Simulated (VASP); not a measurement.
AlPd4:

```
CELL_PARAMETERS angstrom
-2.63695 2.63695 2.63695
2.63695 -2.63695 2.63695
2.63695 2.63695 -2.63695
ATOMIC_POSITIONS crystal
Al 0.00000 0.00000 0.00000
Pd 0.00000 0.00000 0.50000
Pd 0.00000 0.50000 0.00000
Pd 0.50000 0.00000 0.00000
Pd 0.50000 0.50000 0.50000
```

| Property | Result |
| --- | --- |
| Program | VASP 6.6.1 |
| Task | relaxation of cell and atoms |
| Functional | PBE |
| Potentials or basis | VASP PAW PBE potentials, release 64 (Al, Pd) |
| Cutoff | 600 eV |
| k mesh | 6 × 6 × 6 |
| Occupations | gaussian, width 0.1 eV |
| Spin | no spin polarisation |

At the start: pressure 36.9 GPa; volume 14.67 Å³/atom.

Q: Where does the relaxation end?

A: Over 4 steps the energy falls by 312.4 meV/atom and the volume is 18.05 Å³/atom (+23.1 %); space group Im-3m (No. 229, to 0.05 Å).

Step by step:
```tsv
step	energy change (eV)	largest force (eV/Å)	pressure (GPa)	volume (Å³)
1	0.0000	0.0000	36.88	73.34
2	-0.1298	0.0000	-14.05	115.34
3	-1.5600	0.0000	-0.91	90.83
4	-1.5622	0.0000	-0.32	90.27
```

Final structure:
```
Al Pd
1.0
    -2.82596    2.82596    2.82596
     2.82596   -2.82596    2.82596
     2.82596    2.82596   -2.82596
Al Pd
1 4
Direct
  0.00000 0.00000 0.00000
  0.00000 0.00000 0.50000
  0.00000 0.50000 0.00000
  0.50000 0.00000 0.00000
  0.50000 0.50000 0.50000
```

Caveat: the volume moved by over 15 % at a fixed basis, so the end points are rough.
